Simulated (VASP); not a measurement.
Si3Ge:

```
Si Ge
1.0
     0.00000    3.24589    3.24589
     3.24589    0.00000    3.24589
     3.24589    3.24589    0.00000
Si Ge
3 1
Cartesian
  4.8688 4.8688 4.8688
  1.6229 1.6229 1.6229
  3.2459 3.2459 3.2459
  0.0000 0.0000 0.0000
```

* Program: VASP 6.6.1
* Task: relaxation of cell and atoms
* Functional: PBE
* Potentials or basis: VASP PAW PBE potentials, release 64 (Si, Ge_d)
* Cutoff: 600 eV
* k mesh: 4 × 4 × 4
* Occupations: gaussian, width 0.1 eV
* Spin: no spin polarisation

At the start: pressure -4.8 GPa; volume 17.10 Å³/atom.

Q: Where does the relaxation end?

A: Over 3 steps the energy falls by 17.1 meV/atom and the volume is 15.98 Å³/atom (-6.5 %); space group Fm-3m (No. 225, to 0.05 Å).

The path:
| step | energy change (eV) | largest force (eV/Å) | pressure (GPa) | volume (Å³) |
| --- | --- | --- | --- | --- |
| 1 | 0.0000 | 0.0000 | -4.82 | 68.40 |
| 2 | -0.0676 | 0.0000 | 0.56 | 63.43 |
| 3 | -0.0682 | 0.0000 | -0.14 | 63.92 |

Final structure:
```yaml
crystal:
  lattice:
    - [0.00000, 3.17343, 3.17343]
    - [3.17343, 0.00000, 3.17343]
    - [3.17343, 3.17343, 0.00000]
  atoms:
    - { symbol: Si, position: [0.75000, 0.75000, 0.75000] }
    - { symbol: Si, position: [0.25000, 0.25000, 0.25000] }
    - { symbol: Si, position: [0.50000, 0.50000, 0.50000] }
    - { symbol: Ge, position: [0.00000, 0.00000, 0.00000] }
```

Caveat: the k points lie up to 0.43 Å⁻¹ apart in the final cell.
